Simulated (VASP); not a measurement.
Runs of VASP 6.6.1 on K2S. The structure is that of space group Fm-3m (No. 225), or close to it. The cells are those of the table. 

```csv
level,cell,k mesh,cutoff (eV),smearing,grid for exact exchange (PRECFOCK),screening parameter,gap on the mesh (eV),pressure (GPa)
PBE,"a = 5.178 Å, angles 60.0°, 3 atoms",6 × 6 × 6,500,fermi-dirac 0.02 eV,-,-,2.47,1.2
r2SCAN,"a = 5.178 Å, angles 60.0°, 3 atoms",6 × 6 × 6,550,gaussian 0.01 eV,-,-,(b),(c)
r2SCAN,"a = 5.237, b = 5.237, c = 5.194 Å, angles 60.3, 60.3, 60.5°, 3 atoms",6 × 6 × 6,550,gaussian 0.01 eV,-,-,2.74,0.0
HSE06,"a = 5.178 Å, angles 60.0°, 3 atoms",4 × 4 × 4,400,gaussian 0.01 eV,Normal,0.2079 1/Å,(a),0.9
```

Alike in all rows: task single point; potentials or basis VASP PAW PBE potentials, release 64 (K_sv, S); no spin polarisation.

**Question.** Estimate the missing entries.

**Answer.** (a) 3.40; (b) 2.84; (c) 0.8.

Caveats: the PAW data sets were made with another functional, which shifts forces and pressure a little (some runs).

A k mesh can miss the band edges.
